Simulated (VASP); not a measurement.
# AlRu (Pm-3m) in VASP: further runs

The runs below take AlRu through single point, with LDA.

Program: VASP 6.6.1. These are calculated values, not measurements. Logs are shortened: lines on timing, memory, paths and dates and some standing lists are left out, and cuts for length are marked.

### 1 The cell of the first run

It takes space group Pm-3m (No. 221, cubic). Conventional cell: a = 2.992 Å, b = 2.992 Å, c = 2.992 Å, α = 90.00°, β = 90.00°, γ = 90.00°. Within 3.4 Å of Al (site symmetry m-3m) lie 8 Ru at 2.59 Å and 6 Al at 2.99 Å. Within 3.4 Å of Ru (site symmetry m-3m) lie 8 Al at 2.59 Å and 6 Ru at 2.99 Å.

### 2 Single point, LDA

Input file INCAR:

```
SYSTEM = AlRu
PREC = Accurate
ENCUT = 520
EDIFF = 1E-6
ISMEAR = -1
SIGMA = 0.15
LREAL = .False.
LASPH = .True.
NELM = 100
ALGO = Normal
ISIF = 2
LWAVE = .False.
LCHARG = .False.
NBANDS = 16
```

Input file KPOINTS:

```
Automatic mesh
0
Gamma
  10 10 10
  0 0 0
```

Input file POSCAR:

```
AlRu
1.0
    2.9916000000      0.0000000000      0.0000000000
    0.0000000000      2.9916000000      0.0000000000
    0.0000000000      0.0000000000      2.9916000000
Al Ru
1 1
Direct
    0.0000000000      0.0000000000      0.0000000000
    0.5000000000      0.5000000000      0.5000000000
```

Potentials or basis: VASP PAW LDA potentials, release 64 (Al, Ru_pv).

Started as:

```console
$ cat potpaw_LDA.64/Al/POTCAR potpaw_LDA.64/Ru_pv/POTCAR > POTCAR
$ mpirun -np 1 vasp_std > vasp.out
```

OUTCAR:

```text
SYSTEM = AlRu
   PREC = Accurate
   ENCUT = 520
   EDIFF = 1E-6
   ISMEAR = -1
   LREAL = .False.
   LASPH = .True.
   NELM = 100
   ISIF = 2

 ion  position               nearest neighbor table
   1  0.000  0.000  0.000-   2 2.59   2 2.59   2 2.59   2 2.59   2 2.59   2 2.59   2 2.59   2 2.59

   2  0.500  0.500  0.500-   1 2.59   1 2.59   1 2.59   1 2.59   1 2.59   1 2.59   1 2.59   1 2.59

  LATTYP: Found a simple cubic cell.
 ALAT       =     2.9916000000

  Lattice vectors:

 A1 = (   2.9916000000,   0.0000000000,   0.0000000000)
 A2 = (   0.0000000000,   2.9916000000,   0.0000000000)
 A3 = (   0.0000000000,   0.0000000000,   2.9916000000)

Analysis of symmetry for initial positions (statically):
=====================================================================
 Subroutine PRICEL returns:
 Original cell was already a primitive cell.

 Routine SETGRP: Setting up the symmetry group for a
 simple cubic supercell.

 Subroutine GETGRP returns: Found 48 space group operations
 (whereof 48 operations were pure point group operations)
 out of a pool of 48 trial point group operations.

The static configuration has the point symmetry O_h .

Analysis of symmetry for dynamics (positions and initial velocities):
=====================================================================
 Subroutine PRICEL returns:
 Original cell was already a primitive cell.

 Routine SETGRP: Setting up the symmetry group for a
 simple cubic supercell.

 Subroutine GETGRP returns: Found 48 space group operations
 (whereof 48 operations were pure point group operations)
 out of a pool of 48 trial point group operations.

The dynamic configuration has the point symmetry O_h .

 Subroutine INISYM returns: Found 48 space group operations
 (whereof 48 operations are pure point group operations),
 and found     1 'primitive' translations

----------------------------------------------------------------------------------------

                                     Primitive cell

  volume of cell :      26.7738

  direct lattice vectors                    reciprocal lattice vectors
     2.991600000  0.000000000  0.000000000     0.334269287  0.000000000  0.000000000
     0.000000000  2.991600000  0.000000000     0.000000000  0.334269287  0.000000000
     0.000000000  0.000000000  2.991600000     0.000000000  0.000000000  0.334269287

  length of vectors
     2.991600000  2.991600000  2.991600000     0.334269287  0.334269287  0.334269287

  position of ions in fractional coordinates (direct lattice)
[... 74 lines left out ...]
   LNONCOLLINEAR =      F non collinear calculations
   LSORBIT =      F    spin-orbit coupling
   LASPH  =      T    aspherical Exc in radial PAW
   ENCUT  =  520.0 eV  38.22 Ry    6.18 a.u.   5.56  5.56  5.56*2*pi/ulx,y,z
   NELM   =    100;   NELMIN=  2; NELMDL= -5     # of ELM steps
   EDIFF  = 0.1E-05   stopping-criterion for ELM
   LREAL  =      F    real-space projection
   EDIFFG = 0.1E-04   stopping-criterion for IOM
   NSW    =      0    number of steps for IOM
   IBRION =     -1    ionic relax: 0-MD 1-quasi-New 2-CG
   NFREE  =      0    steps in history (QN), initial steepest desc. (CG)
   ISIF   =      2    stress and relaxation
   ISYM   =      2    0-nonsym 1-usesym 2-fastsym
   POTIM  = 0.5000    time-step for ionic-motion
   TEBEG  =    0.0;   TEEND  =   0.0 temperature during run
   PSTRESS=    0.0 pullay stress
   NELECT =      17.0000    total number of electrons
   NUPDOWN=      -1.0000    fix difference up-down
   EMIN   =  10.00;   EMAX   =-10.00  energy-range for DOS
   EFERMI =   0.00;   METHOD = LEGACY
   ISMEAR =    -1;   SIGMA  =   0.15  broadening in eV -4-tet -1-fermi 0-gaus
   EFERMI_NEDOS =   21; number of points for ismear=-14 and -15
   IALGO  =     38    algorithm
   IMIX   =      4    mixing-type and parameters
     AMIX     =   0.40;   BMIX     =  1.00
     AMIX_MAG =   1.60;   BMIX_MAG =  1.00
  volume/ion in A,a.u.               =      13.39        90.34
  Fermi-wavevector in a.u.,A,eV,Ry     =   1.407087  2.659009 26.938090  1.979894
  Thomas-Fermi vector in A             =   2.529382
   LORBIT       =      0    0 simple, 1 ext, 2 COOP (PROOUT), +10 PAW based schemes
   GGA     = CA    functional components
   LHFCALC =     F    Hartree Fock is set to
   AEXX    =    0.0000 exact exchange contribution
   IVDW    =     0    specifies the selected vdW correction
   LEPSILON=     F    determine dielectric tensor
   LRPA    =     F    only Hartree local field effects (RPA)
 non-spin polarized calculation
  energy-cutoff  :      520.00
  volume of cell :       26.77
 maximum number of plane-waves:       739
 NGX is ok and might be reduce to    24
   NGX = 11   NGY = 11   NGZ = 11

 number of electron      16.9999995 magnetization

 Free energy of the ion-electron system (eV)
  ---------------------------------------------------
  ext. energy  EPLUGINS =         0.00000000
  ---------------------------------------------------
  free energy    TOTEN  =       -16.21941181 eV

  energy without entropy =      -16.11029695  energy(sigma->0) =      -16.16485438

 E-fermi :  10.5671     XC(G=0): -12.7930

 val. band max:       10.5578787754   @ k =   0.1000   0.1000   0.0000
 cond. band min:      10.5680282946   @ k =   0.4000   0.4000   0.2000
 fundamental gap:      0.0101495192
 Fermi energy:        10.5670605662

 k-point     1 :       0.0000    0.0000    0.0000
  band No.  band energies     occupation
      1     -31.0569      2.00000
      2     -31.0569      2.00000
      3     -31.0569      2.00000
      4       0.8545      2.00000
      5       6.9174      2.00000
      6       6.9174      2.00000
[... 433 lines left out ...]
      3     -31.0626      2.00000
      4       2.7984      2.00000
      5       6.9925      2.00000
      6       7.5435      2.00000
[... 8 lines left out ...]
     15      24.2363      0.00000
     16      24.9968      0.00000

 [... further k-points ...]
[... 5 lines left out ...]
  --------------------------------------------------------------------------------------
  -------------------------------------------------------------------------------------
  Total       -1.2121793     -1.2121793     -1.2121793     -0.0000000     -0.0000000      0.0000000
  in kB      -72.5382138    -72.5382138    -72.5382138     -0.0000000     -0.0000000      0.0000000
  external PRESSURE =     -72.5382138 kB  Pullay stress =       0.0000000 kB

 VOLUME and BASIS-vectors are now :
 -----------------------------------------------------------------------------
  energy-cutoff  :      520.00
  volume of cell :       26.77
      direct lattice vectors                 reciprocal lattice vectors
     2.991600000  0.000000000  0.000000000     0.334269287  0.000000000  0.000000000
     0.000000000  2.991600000  0.000000000     0.000000000  0.334269287  0.000000000
     0.000000000  0.000000000  2.991600000     0.000000000  0.000000000  0.334269287

 POSITION                                       TOTAL-FORCE (eV/Angst)
 -----------------------------------------------------------------------------------
      0.00000      0.00000      0.00000         0.000000      0.000000      0.000000
      1.49580      1.49580      1.49580         0.000000      0.000000      0.000000
 -----------------------------------------------------------------------------------
    total drift:                                0.000000     -0.000000     -0.000000

  FREE ENERGIE OF THE ION-ELECTRON SYSTEM (eV)
  ---------------------------------------------------
  free  energy   TOTEN  =       -16.2194118073 eV

  energy  without entropy=      -16.1102969513  energy(sigma->0) =      -16.16485438
```

stdout:

```text
POSCAR found type information on POSCAR AlRu
 POSCAR found :  2 types and       2 ions
 scaLAPACK will be used
 LDA part: xc-table for (Slater(with rela. corr.)+CA(PZ))
 , standard interpolation
 POSCAR, INCAR and KPOINTS ok, starting setup
 FFT: planning ... GRIDC
 FFT: planning ... GRID_SOFT
 FFT: planning ... GRID
 WAVECAR not read
 entering main loop
```

It took 34 s on 1 thread of AMD EPYC 7R13, shared host; peak memory 0.11 GiB.

What came out:

- Free energy: -16.2194 eV
- Pressure: -7.3 GPa

### 3 Single point, LDA

Input file INCAR:

```
PREC     = Accurate       # precision mode
ENCUT    = 520            # plane-wave cutoff, eV
EDIFF    = 1E-6           # SCF threshold, eV
ISMEAR   = -1             # smearing method
SIGMA    = 0.15           # smearing width, eV
LREAL    = False          # projectors in reciprocal space
LASPH    = True           # aspherical terms in the spheres
NELM     = 100            # most SCF steps
ALGO     = Normal         # electronic algorithm
ISIF     = 2              # what is computed and relaxed
LWAVE    = False          # write WAVECAR
LCHARG   = True           # write CHGCAR
LELF     = True           # ELF
LVHAR    = True         
NBANDS   = 16             # bands
```

Input file KPOINTS:

```
Automatic mesh
0
Gamma
  10 10 10
```

POSCAR is that of step 2.

Potentials or basis: VASP PAW LDA potentials, release 64 (Al, Ru_pv).

Started as:

```console
$ cat potpaw_LDA.64/Al/POTCAR potpaw_LDA.64/Ru_pv/POTCAR > POTCAR
$ mpirun -np 1 vasp_std > vasp.out
```

Run time: 36 s. Hardware: 1 thread of AMD EPYC 7R13, shared host; peak memory 0.11 GiB.

Results (log left out):

| Property | Result |
| --- | --- |
| Free energy | -16.2194 eV |
| Pressure | -7.3 GPa |

Levels at points of the mesh, in eV from the Fermi level:
```tsv
k point	band 5	band 6	band 7	band 8	band 9	band 10	band 11	band 12	band 13	band 14
(0.00, 0.00, 0.00)	-3.65	-3.65	0.13	0.13	0.13	5.97	5.97	5.97	10.98	10.98
(0.50, 0.00, 0.00)	-5.51	-2.86	-1.66	-1.66	0.39	2.21	7.45	10.93	10.93	11.62
(0.50, 0.50, 0.00)	-3.15	-1.39	-1.39	-1.22	-1.22	1.45	5.21	6.17	10.41	11.62
(0.50, 0.50, 0.50)	-4.68	-4.68	1.55	1.55	2.43	4.08	4.08	4.08	8.52	8.52
```
